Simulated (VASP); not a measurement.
# ZnF2 (P4_2/mnm) in VASP: a series of runs

The runs below take ZnF2 through single point, relaxation of shape and atoms at fixed volume, with PBE.

Program: VASP 6.6.1. These are calculated values, not measurements. Logs are shortened: lines on timing, memory, paths and dates and some standing lists are left out, and cuts for length are marked.

**1. The cell of the first run**

The structure is tetragonal, space group P4_2/mnm (No. 136). Conventional cell: a = 4.864 Å, b = 4.864 Å, c = 3.186 Å, α = 90.00°, β = 90.00°, γ = 90.00°. Within 2.8 Å of Zn (site symmetry mmm) lie 6 F at 2.08 to 2.10 Å. Within 2.8 Å of F (site symmetry m2m) lie 3 Zn at 2.08 to 2.10 Å and 1 F at 2.67 Å.

**2. Single point, PBE (12.56 Å³/atom)**

INCAR reads:

```
ALGO = Normal ; EDIFF = 1E-6
ENCUT = 600 ; GGA = PE
GGA_COMPAT = False ; ISIF = 2
ISMEAR = 0 ; LASPH = True
LCHARG = False ; LREAL = False
LWAVE = False ; NBANDS = 35
NELM = 120 ; PREC = Accurate
SIGMA = 0.02
```

KPOINTS reads:

```
k-points
0
Gamma
  6 6 8
```

POSCAR reads:

```
ZnF2
1.0
    4.8635915158      0.0000000000      0.0000000000
    0.0000000000      4.8635915158      0.0000000000
    0.0000000000      0.0000000000      3.1858314013
Zn F
2 4
Direct
    0.0000000000      0.0000000000      0.0000000000
    0.5000000000      0.5000000000      0.5000000000
    0.3058572001      0.3058572001      0.0000000000
    0.1941427999      0.8058572001      0.5000000000
    0.6941427999      0.6941427999      0.0000000000
    0.8058572001      0.1941427999      0.5000000000
```

Potentials or basis: VASP PAW PBE potentials, release 64 (Zn, F).

Started as:

```bash
> cat potpaw_PBE.64/Zn/POTCAR potpaw_PBE.64/F/POTCAR > POTCAR
> mpirun -np 1 vasp_std > vasp.out
```

OUTCAR:

```text
EDIFF = 1E-6
   ENCUT = 600
   GGA = PE
   ISIF = 2
   ISMEAR = 0
   LASPH = True
   LREAL = False
   NELM = 120
   PREC = Accurate

 ion  position               nearest neighbor table
   1  0.000  0.000  0.000-   4 2.08   6 2.08   4 2.08   6 2.08   5 2.10   3 2.10
   2  0.500  0.500  0.500-   3 2.08   5 2.08   3 2.08   5 2.08   4 2.10   6 2.10
   3  0.306  0.306  0.000-   2 2.08   2 2.08   1 2.10
   4  0.194  0.806  0.500-   1 2.08   1 2.08   2 2.10
   5  0.694  0.694  0.000-   2 2.08   2 2.08   1 2.10
   6  0.806  0.194  0.500-   1 2.08   1 2.08   2 2.10

  LATTYP: Found a simple tetragonal cell.
 ALAT       =     4.8635915158
 C/A-ratio  =     0.6550367955

  Lattice vectors:

 A1 = (   4.8635915158,   0.0000000000,   0.0000000000)
 A2 = (   0.0000000000,   4.8635915158,   0.0000000000)
 A3 = (   0.0000000000,   0.0000000000,   3.1858314013)

Analysis of symmetry for initial positions (statically):
=====================================================================
 Subroutine PRICEL returns:
 Original cell was already a primitive cell.

 Routine SETGRP: Setting up the symmetry group for a
 simple tetragonal supercell.

 Subroutine GETGRP returns: Found 16 space group operations
 (whereof  8 operations were pure point group operations)
 out of a pool of 16 trial point group operations.

The static configuration has the point symmetry D_2h.
 The point group associated with its full space group is D_4h.

Analysis of symmetry for dynamics (positions and initial velocities):
=====================================================================
 Subroutine PRICEL returns:
 Original cell was already a primitive cell.

 Routine SETGRP: Setting up the symmetry group for a
 simple tetragonal supercell.

 Subroutine GETGRP returns: Found 16 space group operations
 (whereof  8 operations were pure point group operations)
 out of a pool of 16 trial point group operations.

The dynamic configuration has the point symmetry D_2h.
 The point group associated with its full space group is D_4h.

 Subroutine INISYM returns: Found 16 space group operations
 (whereof  8 operations are pure point group operations),
 and found     1 'primitive' translations

----------------------------------------------------------------------------------------

                                     Primitive cell

  volume of cell :      75.3593

  direct lattice vectors                    reciprocal lattice vectors
     4.863591516  0.000000000  0.000000000     0.205609373  0.000000000  0.000000000
     0.000000000  4.863591516  0.000000000     0.000000000  0.205609373  0.000000000
     0.000000000  0.000000000  3.185831401     0.000000000  0.000000000  0.313889806

  length of vectors
     4.863591516  4.863591516  3.185831401     0.205609373  0.205609373  0.313889806

  position of ions in fractional coordinates (direct lattice)
     0.000000000  0.000000000  0.000000000
     0.500000000  0.500000000  0.500000000
     0.305857200  0.305857200  0.000000000
     0.194142800  0.805857200  0.500000000
     0.694142800  0.694142800  0.000000000
     0.805857200  0.194142800  0.500000000

  ion indices of the primitive-cell ions
   primitive index   ion index
                 1           1
                 2           2
                 3           3
                 4           4
                 5           5
                 6           6

----------------------------------------------------------------------------------------

 KPOINTS: k-points

Automatic generation of k-mesh.
 Grid dimensions read from file:
 generate k-points for:    6    6    8

 Generating k-lattice:

  Cartesian coordinates                     Fractional coordinates (reciprocal lattice)
     0.034268229  0.000000000  0.000000000     0.166666667  0.000000000  0.000000000
     0.000000000  0.034268229  0.000000000     0.000000000  0.166666667  0.000000000
     0.000000000  0.000000000  0.039236226     0.000000000  0.000000000  0.125000000

  Length of vectors
     0.034268229  0.034268229  0.039236226

  Shift w.r.t. Gamma in fractional coordinates (k-lattice)
     0.000000000  0.000000000  0.000000000

 Subroutine IBZKPT returns following result:
 ===========================================

 Found     50 irreducible k-points:

 Following reciprocal coordinates:
            Coordinates               Weight
  0.000000  0.000000  0.000000      1.000000
  0.166667  0.000000  0.000000      4.000000
  0.333333  0.000000  0.000000      4.000000
  0.500000  0.000000  0.000000      2.000000
  0.166667  0.166667  0.000000      4.000000
  0.333333  0.166667  0.000000      8.000000
[... 16 lines left out ...]
  0.333333  0.000000  0.250000      8.000000
  0.500000  0.000000  0.250000      4.000000
 [... further k-points ...]
   k-points           NKPTS =     50   k-points in BZ     NKDIM =     50   number of bands    NBANDS=     35
   number of dos      NEDOS =    301   number of ions     NIONS =      6
   total plane-waves  NPLWV =  44800
   dimension x,y,z NGX =    40 NGY =   40 NGZ =   28
   dimension x,y,z NGXF=    80 NGYF=   80 NGZF=   56
   ions per type =               2   4
   NGX,Y,Z   is equivalent  to a cutoff of  13.67, 13.67, 14.61 a.u.
   NGXF,Y,Z  is equivalent  to a cutoff of  27.35, 27.35, 29.22 a.u.
 SYSTEM =  unknown system
   PREC   = accura    normal or accurate (medium, high low for compatibility)
   ISTART =      0    job   : 0-new  1-cont  2-samecut
   ICHARG =      2    charge: 1-file 2-atom 10-const
   ISPIN  =      1    spin polarized calculation?
   LNONCOLLINEAR =      F non collinear calculations
   LSORBIT =      F    spin-orbit coupling
   LASPH  =      T    aspherical Exc in radial PAW
   ENCUT  =  600.0 eV  44.10 Ry    6.64 a.u.   9.71  9.71  6.36*2*pi/ulx,y,z
   NELM   =    120;   NELMIN=  2; NELMDL= -5     # of ELM steps
   EDIFF  = 0.1E-05   stopping-criterion for ELM
   LREAL  =      F    real-space projection
   EDIFFG = 0.1E-04   stopping-criterion for IOM
   NSW    =      0    number of steps for IOM
   IBRION =     -1    ionic relax: 0-MD 1-quasi-New 2-CG
   NFREE  =      0    steps in history (QN), initial steepest desc. (CG)
   ISIF   =      2    stress and relaxation
   ISYM   =      2    0-nonsym 1-usesym 2-fastsym
   POTIM  = 0.5000    time-step for ionic-motion
   TEBEG  =    0.0;   TEEND  =   0.0 temperature during run
   PSTRESS=    0.0 pullay stress
   NELECT =      52.0000    total number of electrons
   NUPDOWN=      -1.0000    fix difference up-down
   EMIN   =  10.00;   EMAX   =-10.00  energy-range for DOS
   EFERMI =   0.00;   METHOD = LEGACY
   ISMEAR =     0;   SIGMA  =   0.02  broadening in eV -4-tet -1-fermi 0-gaus
   EFERMI_NEDOS =   21; number of points for ismear=-14 and -15
   IALGO  =     38    algorithm
   IMIX   =      4    mixing-type and parameters
     AMIX     =   0.40;   BMIX     =  1.00
     AMIX_MAG =   1.60;   BMIX_MAG =  1.00
  volume/ion in A,a.u.               =      12.56        84.76
  Fermi-wavevector in a.u.,A,eV,Ry     =   1.446650  2.733773 28.474241  2.092798
  Thomas-Fermi vector in A             =   2.564695
   LORBIT       =      0    0 simple, 1 ext, 2 COOP (PROOUT), +10 PAW based schemes
   GGA     = PE    functional components
   LHFCALC =     F    Hartree Fock is set to
   AEXX    =    0.0000 exact exchange contribution
   IVDW    =     0    specifies the selected vdW correction
   LEPSILON=     F    determine dielectric tensor
   LRPA    =     F    only Hartree local field effects (RPA)
 non-spin polarized calculation
 Gauss-broadening in eV      SIGMA  =   0.02
  energy-cutoff  :      600.00
  volume of cell :       75.36
 maximum number of plane-waves:      2553
 NGX is ok and might be reduce to    40
   NGX = 19   NGY = 19   NGZ = 13

 number of electron      51.9999972 magnetization

 Free energy of the ion-electron system (eV)
  ---------------------------------------------------
  ext. energy  EPLUGINS =         0.00000000
  ---------------------------------------------------
  free energy    TOTEN  =       -23.24388222 eV

  energy without entropy =      -23.24388222  energy(sigma->0) =      -23.24388222

 E-fermi :  -1.8917     XC(G=0):  -9.8360

 val. band max:       -1.9987917457   @ k =   0.5000   0.0000   0.5000
 cond. band min:       1.4230203013   @ k =   0.0000   0.0000   0.0000
 fundamental gap:      3.4218120470
 Fermi energy:        -1.8916947664

 k-point     1 :       0.0000    0.0000    0.0000
  band No.  band energies     occupation
      1     -23.1780      2.00000
      2     -22.5437      2.00000
      3     -22.5437      2.00000
      4     -22.5334      2.00000
      5      -7.4597      2.00000
      6      -6.7665      2.00000
[... 27 lines left out ...]
     34      12.3752      0.00000
     35      12.9790      0.00000

 k-point     2 :       0.1667    0.0000    0.0000
  band No.  band energies     occupation
      1     -23.1439      2.00000
      2     -22.6310      2.00000
      3     -22.5364      2.00000
      4     -22.4913      2.00000
      5      -7.3437      2.00000
      6      -6.7274      2.00000
[... 27 lines left out ...]
     34      13.1135      0.00000
     35      13.4849      0.00000

 k-point     3 :       0.3333    0.0000    0.0000
  band No.  band energies     occupation
      1     -23.0484      2.00000
      2     -22.7624      2.00000
      3     -22.5175      2.00000
      4     -22.4816      2.00000
      5      -7.0363      2.00000
      6      -6.6449      2.00000
[... 27 lines left out ...]
     34      13.8295      0.00000
     35      13.8588      0.00000
[... 723 lines left out ...]
 k-point    23 :       0.3333    0.0000    0.2500
  band No.  band energies     occupation
      1     -22.9163      2.00000
      2     -22.6988      2.00000
      3     -22.5114      2.00000
      4     -22.4975      2.00000
      5      -6.6957      2.00000
      6      -6.3744      2.00000
[... 27 lines left out ...]
     34      12.3329      0.00000
     35      13.0048      0.00000

 k-point    24 :       0.5000    0.0000    0.2500
  band No.  band energies     occupation
      1     -22.8108      2.00000
      2     -22.8108      2.00000
      3     -22.5021      2.00000
      4     -22.5021      2.00000
      5      -6.4070      2.00000
      6      -6.4070      2.00000
[... 27 lines left out ...]
     34      12.0231      0.00000
     35      13.9661      0.00000

 [... further k-points ...]

------------------------ aborting loop because EDIFF is reached ----------------------------------------

  FORCE on cell =-STRESS in cart. coord.  units (eV):
  Direction    XX          YY          ZZ          XY          YZ          ZX
  --------------------------------------------------------------------------------------
  -------------------------------------------------------------------------------------
  Total       -1.0957418     -1.0957418     -0.9814072      0.0000000      0.0000000      0.0000000
  in kB      -23.2960256    -23.2960256    -20.8652149      0.0000000      0.0000000      0.0000000
  external PRESSURE =     -22.4857554 kB  Pullay stress =       0.0000000 kB

 VOLUME and BASIS-vectors are now :
 -----------------------------------------------------------------------------
  energy-cutoff  :      600.00
  volume of cell :       75.36
      direct lattice vectors                 reciprocal lattice vectors
     4.863591516  0.000000000  0.000000000     0.205609373  0.000000000  0.000000000
     0.000000000  4.863591516  0.000000000     0.000000000  0.205609373  0.000000000
     0.000000000  0.000000000  3.185831401     0.000000000  0.000000000  0.313889806

 POSITION                                       TOTAL-FORCE (eV/Angst)
 -----------------------------------------------------------------------------------
      0.00000      0.00000      0.00000         0.000000      0.000000     -0.000000
      2.43180      2.43180      1.59292         0.000000      0.000000     -0.000000
      1.48756      1.48756      0.00000        -0.013600     -0.013600     -0.000000
      0.94423      3.91936      1.59292         0.013600     -0.013600     -0.000000
      3.37603      3.37603      0.00000         0.013600      0.013600      0.000000
      3.91936      0.94423      1.59292        -0.013600      0.013600     -0.000000
 -----------------------------------------------------------------------------------
    total drift:                                0.000000     -0.000000      0.000000

  FREE ENERGIE OF THE ION-ELECTRON SYSTEM (eV)
  ---------------------------------------------------
  free  energy   TOTEN  =       -23.2438822236 eV

  energy  without entropy=      -23.2438822236  energy(sigma->0) =      -23.24388222
```

Run time: 1.8 min. Hardware: 1 thread of Intel Xeon Platinum 8124M at 3.00GHz (Skylake/Cascade Lake), shared host; peak memory 0.28 GiB.

What came out:

```
Free energy            : -23.2439 eV
Pressure               : -2.2 GPa
Largest force          : 0.019 eV/Å
Band gap on the k mesh : 3.42 eV (least direct gap 3.47 eV)
```

Forces in eV/Å, atoms in the order of the input:
```
Zn   0.000  0.000  0.000
Zn   0.000  0.000  0.000
F   -0.014 -0.014  0.000
F    0.014 -0.014  0.000
F    0.014  0.014  0.000
F   -0.014  0.014  0.000
```

(Continued in part 2 of 2.)
